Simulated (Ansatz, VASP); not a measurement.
# Two plane-wave programs on KBr

File INCAR:

```
PREC = Accurate ; ENCUT = 520
EDIFF = 1E-7 ; ISMEAR = 1
SIGMA = 0.5 ; LREAL = False
LASPH = True ; NELM = 60
ALGO = Normal ; ISIF = 2
LWAVE = False ; LCHARG = False
GGA = PS ; NBANDS = 15
```

The input KPOINTS:

```
regular mesh
0
Gamma
  4 4 4
```

File POSCAR:

```
KBr
1.0
    0.0000000000      3.6882992926      3.6882992926
    3.6882992926      0.0000000000      3.6882992926
    3.6882992926      3.6882992926      0.0000000000
K Br
1 1
Direct
    0.0000000000      0.0000000000      0.0000000000
    0.2500000000      0.2500000000      0.2500000000
```

Input for Ansatz:

```yaml
crystal:
  lattice:
    - [0.0, 3.6882992926, 3.6882992926]
    - [3.6882992926, 0.0, 3.6882992926]
    - [3.6882992926, 3.6882992926, 0.0]
  atoms:
    - { symbol: K, position: [0.0, 0.0, 0.0] }
    - { symbol: Br, position: [0.25, 0.25, 0.25] }
kpoints:
  mp_grid: { grid: [4, 4, 4] }
hamiltonian:
  xc: pbesol
scf:
  occupations: { method: cold, width: 0.5 }
  n_extra_bands: 4
output:
  forces: true
  stress: true
  eigenvalues: true
```

Alike in both runs: task single point; functional PBEsol; k mesh 4 × 4 × 4; no spin polarisation.

|  | VASP | Ansatz |
| --- | --- | --- |
| version | VASP 6.6.1 | Ansatz 0.2.0 |
| potentials or method | VASP PAW PBE potentials, release 64 (K_sv, Br) | plane waves |
| plane-wave cutoff (eV) | 520 | 420 |
| occupations | methfessel-paxton of order 1, width 0.5 eV | cold, width 0.5 eV |
| valence electrons in the cell | 16 | 16 |

VASP gave:

- gap on the k mesh at the Fermi level (eV): 4.30
- pressure (GPa): -0.3

What did Ansatz give for the same quantities?

gap on the k mesh at the Fermi level (eV): 4.30; pressure (GPa): -0.2.

VASP's potentials were made for PBE, not for PBEsol.
